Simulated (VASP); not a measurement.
# Pt in VASP: a series of runs

Runs on Pt. Level: PBEsol. Tasks: single point.

Program: VASP 6.6.1. These are calculated values, not measurements. Logs are shortened: lines on timing, memory, paths and dates and some standing lists are left out, and cuts for length are marked.

## 1. The cell of the first run

The structure is cubic, space group Im-3m (No. 229). The conventional cell has a = 3.073 Å, b = 3.073 Å, c = 3.073 Å, α = 90.00°, β = 90.00°, γ = 90.00°. Pt (site symmetry m-3m) has 14 Pt at 2.66 to 3.07 Å within 3.5 Å.

This isn't the form of Pt at room conditions, which is fcc.

## 2. Single point, PBEsol (strain -0.030 along x and y, -0.030 along z)

The input, INCAR:

```
ALGO = Normal
EDIFF = 1E-6
ENCUT = 520
GGA = PS
ISIF = 2
ISMEAR = 0
LASPH = T
LCHARG = F
LREAL = F
LWAVE = F
NBANDS = 11
NELM = 80
PREC = Accurate
SIGMA = 0.15
```

The input, KPOINTS:

```
k-points
0
Gamma
  22 22 22
```

The input, POSCAR:

```
Pt
1.0
   -1.5366934000      1.5366934000      1.5366934000
    1.5366934000     -1.5366934000      1.5366934000
    1.5366934000      1.5366934000     -1.5366934000
Pt
1
Direct
    0.0000000000      0.0000000000      0.0000000000
```

Potentials or basis: VASP PAW PBE potentials, release 64 (Pt).

Run with:

```sh
> cat potpaw_PBE.64/Pt/POTCAR > POTCAR
> mpirun -np 1 vasp_std > vasp.out
```

OUTCAR:

```text
EDIFF = 1E-6
   ENCUT = 520
   GGA = PS
   ISIF = 2
   ISMEAR = 0
   LASPH = T
   LREAL = F
   NELM = 80
   PREC = Accurate

 ion  position               nearest neighbor table
   1  0.000  0.000  0.000-

  LATTYP: Found a body centered cubic cell.
 ALAT       =     3.0733868000

  Lattice vectors:

 A1 = (  -1.5366934000,   1.5366934000,   1.5366934000)
 A2 = (   1.5366934000,  -1.5366934000,   1.5366934000)
 A3 = (   1.5366934000,   1.5366934000,  -1.5366934000)

Analysis of symmetry for initial positions (statically):
=====================================================================
 Subroutine PRICEL returns:
 Original cell was already a primitive cell.

 Routine SETGRP: Setting up the symmetry group for a
 body centered cubic supercell.

 Subroutine GETGRP returns: Found 48 space group operations
 (whereof 48 operations were pure point group operations)
 out of a pool of 48 trial point group operations.

The static configuration has the point symmetry O_h .

Analysis of symmetry for dynamics (positions and initial velocities):
=====================================================================
 Subroutine PRICEL returns:
 Original cell was already a primitive cell.

 Routine SETGRP: Setting up the symmetry group for a
 body centered cubic supercell.

 Subroutine GETGRP returns: Found 48 space group operations
 (whereof 48 operations were pure point group operations)
 out of a pool of 48 trial point group operations.

The dynamic configuration has the point symmetry O_h .

 Subroutine INISYM returns: Found 48 space group operations
 (whereof 48 operations are pure point group operations),
 and found     1 'primitive' translations

----------------------------------------------------------------------------------------

                                     Primitive cell

  volume of cell :      14.5152

  direct lattice vectors                    reciprocal lattice vectors
    -1.536693400  1.536693400  1.536693400     0.000000000  0.325373949  0.325373949
     1.536693400 -1.536693400  1.536693400     0.325373949  0.000000000  0.325373949
     1.536693400  1.536693400 -1.536693400     0.325373949  0.325373949  0.000000000

  length of vectors
     2.661631044  2.661631044  2.661631044     0.460148252  0.460148252  0.460148252

  position of ions in fractional coordinates (direct lattice)
     0.000000000  0.000000000  0.000000000

  ion indices of the primitive-cell ions
   primitive index   ion index
                 1           1

----------------------------------------------------------------------------------------

 KPOINTS: k-points

Automatic generation of k-mesh.
 Grid dimensions read from file:
 generate k-points for:   22   22   22

 Generating k-lattice:

  Cartesian coordinates                     Fractional coordinates (reciprocal lattice)
     0.000000000  0.014789725  0.014789725     0.045454545  0.000000000  0.000000000
     0.014789725  0.000000000  0.014789725     0.000000000  0.045454545  0.000000000
     0.014789725  0.014789725  0.000000000     0.000000000  0.000000000  0.045454545

  Length of vectors
     0.020915830  0.020915830  0.020915830

  Shift w.r.t. Gamma in fractional coordinates (k-lattice)
     0.000000000  0.000000000  0.000000000

 Subroutine IBZKPT returns following result:
 ===========================================

 Found    328 irreducible k-points:

 Following reciprocal coordinates:
            Coordinates               Weight
  0.000000  0.000000  0.000000      1.000000
  0.045455  0.000000  0.000000     12.000000
  0.090909  0.000000  0.000000     12.000000
  0.136364  0.000000  0.000000     12.000000
  0.181818  0.000000  0.000000     12.000000
  0.227273  0.000000  0.000000     12.000000
[... 16 lines left out ...]
  0.090909  0.090909  0.000000     24.000000
  0.136364  0.090909  0.000000     48.000000
 [... further k-points ...]
   k-points           NKPTS =    328   k-points in BZ     NKDIM =    328   number of bands    NBANDS=     11
   number of dos      NEDOS =    301   number of ions     NIONS =      1
   total plane-waves  NPLWV =   8000
   dimension x,y,z NGX =    20 NGY =   20 NGZ =   20
   dimension x,y,z NGXF=    40 NGYF=   40 NGZF=   40
   ions per type =               1
   NGX,Y,Z   is equivalent  to a cutoff of  12.49, 12.49, 12.49 a.u.
   NGXF,Y,Z  is equivalent  to a cutoff of  24.98, 24.98, 24.98 a.u.
 SYSTEM =  unknown system
   PREC   = accura    normal or accurate (medium, high low for compatibility)
   ISTART =      0    job   : 0-new  1-cont  2-samecut
   ICHARG =      2    charge: 1-file 2-atom 10-const
   ISPIN  =      1    spin polarized calculation?
   LNONCOLLINEAR =      F non collinear calculations
   LSORBIT =      F    spin-orbit coupling
   LASPH  =      T    aspherical Exc in radial PAW
   ENCUT  =  520.0 eV  38.22 Ry    6.18 a.u.   4.95  4.95  4.95*2*pi/ulx,y,z
   NELM   =     80;   NELMIN=  2; NELMDL= -5     # of ELM steps
   EDIFF  = 0.1E-05   stopping-criterion for ELM
   LREAL  =      F    real-space projection
   EDIFFG = 0.1E-04   stopping-criterion for IOM
   NSW    =      0    number of steps for IOM
   IBRION =     -1    ionic relax: 0-MD 1-quasi-New 2-CG
   NFREE  =      0    steps in history (QN), initial steepest desc. (CG)
   ISIF   =      2    stress and relaxation
   ISYM   =      2    0-nonsym 1-usesym 2-fastsym
   POTIM  = 0.5000    time-step for ionic-motion
   TEBEG  =    0.0;   TEEND  =   0.0 temperature during run
   PSTRESS=    0.0 pullay stress
   NELECT =      10.0000    total number of electrons
   NUPDOWN=      -1.0000    fix difference up-down
   EMIN   =  10.00;   EMAX   =-10.00  energy-range for DOS
   EFERMI =   0.00;   METHOD = LEGACY
   ISMEAR =     0;   SIGMA  =   0.15  broadening in eV -4-tet -1-fermi 0-gaus
   EFERMI_NEDOS =   21; number of points for ismear=-14 and -15
   IALGO  =     38    algorithm
   IMIX   =      4    mixing-type and parameters
     AMIX     =   0.40;   BMIX     =  1.00
     AMIX_MAG =   1.60;   BMIX_MAG =  1.00
  volume/ion in A,a.u.               =      14.52        97.95
  Fermi-wavevector in a.u.,A,eV,Ry     =   1.445887  2.732330 28.444183  2.090588
  Thomas-Fermi vector in A             =   2.564018
   LORBIT       =      0    0 simple, 1 ext, 2 COOP (PROOUT), +10 PAW based schemes
   GGA     = PS    functional components
   LHFCALC =     F    Hartree Fock is set to
   AEXX    =    0.0000 exact exchange contribution
   IVDW    =     0    specifies the selected vdW correction
   LEPSILON=     F    determine dielectric tensor
   LRPA    =     F    only Hartree local field effects (RPA)
 non-spin polarized calculation
 Gauss-broadening in eV      SIGMA  =   0.15
  energy-cutoff  :      520.00
  volume of cell :       14.52
 maximum number of plane-waves:       403
   NGX =  9   NGY =  9   NGZ =  9

 number of electron      10.0000003 magnetization

 Free energy of the ion-electron system (eV)
  ---------------------------------------------------
  ext. energy  EPLUGINS =         0.00000000
  ---------------------------------------------------
  free energy    TOTEN  =        -6.82627137 eV

  energy without entropy =       -6.81468792  energy(sigma->0) =       -6.82047964

 E-fermi :  11.5699     XC(G=0): -13.8481

 val. band max:       11.5619748658   @ k =  -0.3636   0.5000   0.1364
 cond. band min:      11.5709830313   @ k =  -0.3636   0.4091   0.0909
 fundamental gap:      0.0090081655
 Fermi energy:        11.5699223132

 k-point     1 :       0.0000    0.0000    0.0000
  band No.  band energies     occupation
      1       1.1247      2.00000
      2       7.6269      2.00000
      3       7.6269      2.00000
      4       7.6269      2.00000
      5      10.4693      2.00000
      6      10.4693      2.00000
      7      28.6326      0.00000
      8      28.6326      0.00000
      9      28.6326      0.00000
     10      39.7457      0.00000
     11      39.7457      0.00000

 k-point     2 :       0.0455    0.0000    0.0000
  band No.  band energies     occupation
      1       1.2167      2.00000
      2       7.5881      2.00000
      3       7.6265      2.00000
      4       7.7034      2.00000
      5      10.4159      2.00000
      6      10.4716      2.00000
      7      28.6849      0.00000
      8      28.7404      0.00000
      9      28.7725      0.00000
     10      38.3153      0.00000
     11      38.9450      0.00000

 k-point     3 :       0.0909    0.0000    0.0000
  band No.  band energies     occupation
      1       1.4872      2.00000
      2       7.4763      2.00000
      3       7.6205      2.00000
      4       7.9307      2.00000
      5      10.2785      2.00000
      6      10.4798      2.00000
      7      28.8061      0.00000
      8      28.9961      0.00000
      9      29.1857      0.00000
     10      36.7334      0.00000
     11      37.4843      0.00000

 k-point     4 :       0.1364    0.0000    0.0000
  band No.  band energies     occupation
      1       1.9183      2.00000
      2       7.3050      2.00000
      3       7.6005      2.00000
      4       8.3020      2.00000
      5      10.1154      2.00000
      6      10.4963      2.00000
      7      28.8757      0.00000
      8      29.1659      0.00000
      9      29.8532      0.00000
     10      35.5398      0.00000
     11      36.0244      0.00000
[... 239 lines left out ...]
 k-point    22 :       0.4545    0.0455    0.0000
  band No.  band energies     occupation
      1       4.2124      2.00000
      2       6.0174      2.00000
      3      10.2294      2.00000
      4      10.5311      2.00000
      5      11.4731      1.63869
      6      13.1668      0.00000
      7      18.7305      0.00000
      8      24.9076      0.00000
      9      28.0047      0.00000
     10      36.0565      0.00000
     11      37.7031      0.00000

 k-point    23 :       0.0909    0.0909    0.0000
  band No.  band energies     occupation
      1       2.1700      2.00000
      2       7.3042      2.00000
      3       7.4335      2.00000
      4       8.5844      2.00000
      5       9.9958      2.00000
      6      10.5501      2.00000
      7      28.9585      0.00000
      8      29.4216      0.00000
      9      29.7983      0.00000
     10      34.4099      0.00000
     11      36.3486      0.00000

 k-point    24 :       0.1364    0.0909    0.0000
  band No.  band energies     occupation
      1       2.7150      2.00000
      2       7.1233      2.00000
      3       7.3460      2.00000
      4       9.1271      2.00000
      5       9.8665      2.00000
      6      10.6118      2.00000
      7      28.7896      0.00000
      8      28.8986      0.00000
      9      30.4228      0.00000
     10      33.6245      0.00000
     11      35.3042      0.00000

 [... further k-points ...]

------------------------ aborting loop because EDIFF is reached ----------------------------------------

  FORCE on cell =-STRESS in cart. coord.  units (eV):
  Direction    XX          YY          ZZ          XY          YZ          ZX
  --------------------------------------------------------------------------------------
  -------------------------------------------------------------------------------------
  Total        1.2905167      1.2905167      1.2905167      0.0000000      0.0000000     -0.0000000
  in kB      142.4467445    142.4467445    142.4467445      0.0000000      0.0000000     -0.0000000
  external PRESSURE =     142.4467445 kB  Pullay stress =       0.0000000 kB

 VOLUME and BASIS-vectors are now :
 -----------------------------------------------------------------------------
  energy-cutoff  :      520.00
  volume of cell :       14.52
      direct lattice vectors                 reciprocal lattice vectors
    -1.536693400  1.536693400  1.536693400     0.000000000  0.325373949  0.325373949
     1.536693400 -1.536693400  1.536693400     0.325373949  0.000000000  0.325373949
     1.536693400  1.536693400 -1.536693400     0.325373949  0.325373949  0.000000000

 POSITION                                       TOTAL-FORCE (eV/Angst)
 -----------------------------------------------------------------------------------
      0.00000      0.00000      0.00000        -0.000000     -0.000000      0.000000
 -----------------------------------------------------------------------------------
    total drift:                                0.000000      0.000000      0.000000

  FREE ENERGIE OF THE ION-ELECTRON SYSTEM (eV)
  ---------------------------------------------------
  free  energy   TOTEN  =        -6.8262713669 eV

  energy  without entropy=       -6.8146879161  energy(sigma->0) =       -6.82047964
```

It took 43 s on 1 thread of Intel Xeon 8259CL, shared host; peak memory 0.17 GiB.

What came out:

* Free energy: -6.8263 eV
* Pressure: 14.2 GPa
* Band gap on the k mesh: zero (bands 5 and 6 overlap by 2.50 eV)

Caveat: the cell differs from its parent crystal (strain -0.030 along x and y, -0.030 along z); the cell stands under pressure; the PAW data sets were made with another functional, which shifts forces and pressure a little; spin-orbit coupling is left out, which moves the levels of the heavy elements.

## 3. Single point, PBEsol (strain -0.030 along x and y, +0.030 along z)

The input, INCAR:

```
PREC = Accurate ; ENCUT = 520
EDIFF = 1E-6 ; ISMEAR = 0
SIGMA = 0.15 ; LREAL = F
LASPH = T ; NELM = 80
ALGO = Fast ; ISIF = 2
LWAVE = F ; LCHARG = T
GGA = PS ; LELF = T
LVHAR = T ; NBANDS = 11
```

The input, KPOINTS:

```
regular mesh
0
Gamma
  22 22 22
```

The input, POSCAR:

```
Pt
1.0
   -1.5366934000      1.5366934000      1.6317466000
    1.5366934000     -1.5366934000      1.6317466000
    1.5366934000      1.5366934000     -1.6317466000
Pt
1
Direct
    0.0000000000      0.0000000000      0.0000000000
```

Potentials or basis: VASP PAW PBE potentials, release 64 (Pt).

Run with:

```sh
> cat potpaw_PBE.64/Pt/POTCAR > POTCAR
> mpirun -np 1 vasp_std > vasp.out
```

Wall time 2.1 min (1 thread of Intel Xeon 8259CL, shared host); peak memory 0.25 GiB.

The run converged. Its results:

```
Free energy            : -6.8638 eV
Pressure               : -4.2 GPa
Band gap on the k mesh : zero (bands 5 and 6 overlap by 2.25 eV)
```

Stress tensor (GPa, compression positive):
```
-5.87  0.00  0.00
 0.00 -5.87  0.00
 0.00  0.00 -0.72
```

Levels at points of the mesh, in eV from the Fermi level:
| k point | band 3 | band 4 | band 5 | band 6 | band 7 | band 8 |
| --- | --- | --- | --- | --- | --- | --- |
| (0.00, 0.00, 0.00) | -3.76 | -3.26 | -1.38 | -0.74 | 16.37 | 17.48 |
| (0.50, 0.00, 0.00) | -1.57 | -0.63 | 0.01 | 1.04 | 6.31 | 13.48 |
| (0.50, 0.50, 0.00) | -0.77 | -0.48 | 0.40 | 1.17 | 6.84 | 12.82 |
| (0.50, 0.50, 0.50) | 0.45 | 0.62 | 0.62 | 6.49 | 8.28 | 8.28 |

Caveat: the cell differs from its parent crystal (strain -0.030 along x and y, +0.030 along z); the cell stands under tension; the PAW data sets were made with another functional, which shifts forces and pressure a little; spin-orbit coupling is left out, which moves the levels of the heavy elements.

(Continued in part 2 of 2.)
